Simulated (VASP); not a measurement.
Wanted: the native input for a VASP 6.6.1 run.

| Property | Result |
| --- | --- |
| Task | single point |
| Functional | PBE |
| Dispersion | D4 |
| Potentials or basis | VASP PAW PBE potentials, release 64 (Si, Mo_sv) |
| Cutoff | 520 eV |
| k mesh | 10 × 10 × 10 |
| Occupations | gaussian, width 0.05 eV |
| Spin | no spin polarisation |
| Dipole correction | no |
| Further INCAR settings | ALGO = Normal; EDIFF = 1e-06; NBANDS = 18 |

The structure of Si2Mo lies in POSCAR:

```
Si2Mo
1.0
   -1.6149638469      1.6149638469      3.9450765831
    1.6149638469     -1.6149638469      3.9450765831
    1.6149638469      1.6149638469     -3.9450765831
Si Mo
2 1
Direct
    0.3354977873      0.3354977873      0.0000000000
    0.6645022127      0.6645022127      0.0000000000
    0.0000000000      0.0000000000      0.0000000000
```

These files were run (other wordings do the same):

INCAR

```
PREC = Accurate ; ENCUT = 520
EDIFF = 1E-6 ; ISMEAR = 0
SIGMA = 0.05 ; LREAL = False
LASPH = True ; NELM = 80
ALGO = Normal ; ISIF = 2
LWAVE = False ; LCHARG = False
GGA = PE ; IVDW = 13
NBANDS = 18
```

KPOINTS

```
regular mesh
0
Gamma
  10 10 10
```

Potentials or basis: VASP PAW PBE potentials, release 64 (Si, Mo_sv).

Run with:

```console
$ cat potpaw_PBE.64/Si/POTCAR potpaw_PBE.64/Mo_sv/POTCAR > POTCAR
$ mpirun -np 1 vasp_std > vasp.out
```

Results of the run:

```
Pressure                   : -7.8 GPa
Band gap on the k mesh     : zero (bands 11 and 12 overlap by 0.92 eV)
Dispersion energy per atom : -0.541 eV
```

Caveat: the cell stands under tension.

Run time: 2.5 min on 1 thread of Intel Xeon 8259CL (shared host), peak memory 0.25 GiB.
